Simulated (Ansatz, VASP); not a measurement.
Two plane-wave programs on CuSn3

```
Cu Sn
1.0
    -2.30912    2.30912    4.22602
     2.30912   -2.30912    4.22602
     2.30912    2.30912   -4.22602
Cu Sn
1 3
Direct
  0.00000 0.00000 0.00000
  0.75000 0.25000 0.50000
  0.25000 0.75000 0.50000
  0.57099 0.57099 0.00000
```

Alike in both runs: task single point; functional PBEsol; k mesh 14 × 14 × 14; occupations gaussian, width 0.15 eV; no spin polarisation.

|  | VASP | Ansatz |
| --- | --- | --- |
| version | VASP 6.6.1 | Ansatz 0.2.0 |
| potentials or method | VASP PAW PBE potentials, release 64 (Cu, Sn_d), cutoff 520 eV | scalar-relativistic, plane waves, PAW |
| valence electrons in the cell | 53 | 61 |

```csv
,VASP,Ansatz,Ansatz less VASP
gap on the k mesh at the Fermi level (eV),none,none,-
pressure (GPa),5.9,6.0,+0.12
"traceless stress, the component that is largest in VASP (GPa)",-3.30,-3.32,-0.017
rms of the force components (eV/Å),1.272,1.272,-0.0001
```

VASP's potentials were made for PBE, not for PBEsol. Atom by atom the forces differ by 0.001 eV/Å (rms over components). A gap of «none» marks a metal or a gap that the smearing closes. VASP's potentials hold 53 valence electrons a cell and Ansatz's 61, so a difference there can come from the potentials and not from the codes.
